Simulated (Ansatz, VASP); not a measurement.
## Two plane-wave programs on Be2Cd2O

```
Be Cd O
1.0
     3.42016    0.00000    0.00000
    -1.71008    2.96195    0.00000
     0.00000    0.00000    7.08007
Be Cd O
2 2 1
Cartesian
  0.0000 1.9746 3.9366
  1.7101 0.9873 3.1435
  0.0000 1.9746 1.3987
  1.7101 0.9873 5.6813
  0.0000 0.0000 0.0000
```

Change from the starting cell: species swapped into the CaZn2P2 type (P-3m1, No. 164).

Alike in both runs: functional PBE; k mesh 6 × 6 × 4; occupations gaussian, width 0.1 eV; no spin polarisation.

Ansatz relaxed the structure, and its values are those at the end. VASP's run is a single point on that final structure, the one shown.

|  | VASP | Ansatz |
| --- | --- | --- |
| version | VASP 6.6.1 | Ansatz 0.2.0 |
| potentials or method | VASP PAW PBE potentials, release 64 (Be, Cd, O), cutoff 520 eV | scalar-relativistic, plane waves, PAW |
| valence electrons in the cell | 34 | 50 |

|  | VASP | Ansatz | Ansatz less VASP |
| --- | --- | --- | --- |
| gap on the k mesh at the Fermi level (eV) | none | none | - |
| pressure (GPa) | 0.6 | 0.0 | -0.51 |
| rms of the force components (eV/Å) | 0.019 | 0.006 | -0.0134 |

A gap of «none» marks a metal or a gap that the smearing closes. With one functional, cell and mesh, what is left measures potentials, basis and numerics. VASP's potentials hold 34 valence electrons a cell and Ansatz's 50, so a difference there can come from the potentials and not from the codes.
